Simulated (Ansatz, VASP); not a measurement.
ZnCu in VASP and in Ansatz

```
CELL_PARAMETERS angstrom
2.94500 0.00000 0.00000
0.00000 2.94500 0.00000
0.00000 0.00000 2.94500
ATOMIC_POSITIONS crystal
Zn 0.50000 0.50000 0.50000
Cu 0.00000 0.00000 0.00000
```

Alike in both runs: task single point; functional PBE; k mesh 8 × 8 × 8; no spin polarisation.

|  | VASP | Ansatz |
| --- | --- | --- |
| version | VASP 6.6.1 | Ansatz 0.2.0 |
| potentials or method | VASP PAW PBE potentials, release 64 (Zn, Cu), cutoff 520 eV | plane waves, PAW |
| occupations | fermi-dirac, width 0.1 eV | fermi-dirac |
| valence electrons in the cell | 23 | 31 |

```csv
,VASP,Ansatz,Ansatz less VASP
pressure (GPa),3.0,2.4,-0.56
```

VASP's potentials hold 23 valence electrons a cell and Ansatz's 31, so a difference there can come from the potentials and not from the codes.
